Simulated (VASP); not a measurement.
Wanted: the native input for a VASP 6.6.1 run.

```
Task                   : single point
Functional             : PBEsol
Potentials or basis    : VASP PAW PBE potentials, release 64 (Yb, Os)
Cutoff                 : 520 eV
k mesh                 : 8 × 8 × 8
Occupations            : gaussian, width 0.025 eV
Spin                   : no spin polarisation
Hubbard terms          : Yb f U = 6.0 eV
Dipole correction      : no
Further INCAR settings : ALGO = Normal; EDIFF = 1e-07; NBANDS = 32
```

The structure of YbOs3 lies in POSCAR:

```
YbOs3
1.0
    3.9629009699      0.0000000000      0.0000000000
    0.0000000000      3.9629009699      0.0000000000
    0.0000000000      0.0000000000      3.9629009699
Yb Os
1 3
Direct
    0.0000000000      0.0000000000      0.0000000000
    0.0000000000      0.5000000000      0.5000000000
    0.5000000000      0.5000000000      0.0000000000
    0.5000000000      0.0000000000      0.5000000000
```

The input as run:

INCAR

```
PREC     = Accurate       # precision mode
ENCUT    = 520            # plane-wave cutoff, eV
EDIFF    = 1E-7           # SCF threshold, eV
ISMEAR   = 0              # smearing method
SIGMA    = 0.025          # smearing width, eV
LREAL    = F              # projectors in reciprocal space
LASPH    = T              # aspherical terms in the spheres
NELM     = 150            # most SCF steps
ALGO     = Normal         # electronic algorithm
ISIF     = 2              # what is computed and relaxed
LWAVE    = F              # write WAVECAR
LCHARG   = T              # write CHGCAR
LMAXMIX  = 6              # l up to which the mixer works
LDAU     = T              # DFT+U
LDAUTYPE = 2            
LDAUL    = 3 -1           # shell
LDAUU    = 6 0            # U, eV
LDAUJ    = 0 0          
LDAUPRINT= 1            
GGA      = PS             # functional
LELF     = T              # ELF
LVHAR    = T            
NBANDS   = 32             # bands
```

KPOINTS

```
Automatic mesh
0
Gamma
  8 8 8
```

Potentials or basis: VASP PAW PBE potentials, release 64 (Yb, Os).

Launch:

```console
$ cat potpaw_PBE.64/Yb/POTCAR potpaw_PBE.64/Os/POTCAR > POTCAR
$ mpirun -np 1 vasp_std > vasp.out
```

It gave:

The pressure is -0.4 GPa and the band gap on the k mesh is zero (bands 24 and 25 overlap by 3.01 eV).

Caveat: the PAW data sets were made with another functional, which shifts forces and pressure a little; spin-orbit coupling is left out, which moves the levels of the heavy elements; U without spin polarisation on a metal has little footing.

It took 3 min on 1 thread of Intel(R) Xeon(R) 6975P-C (Granite Rapids), on a shared host, peak memory 0.24 GiB.
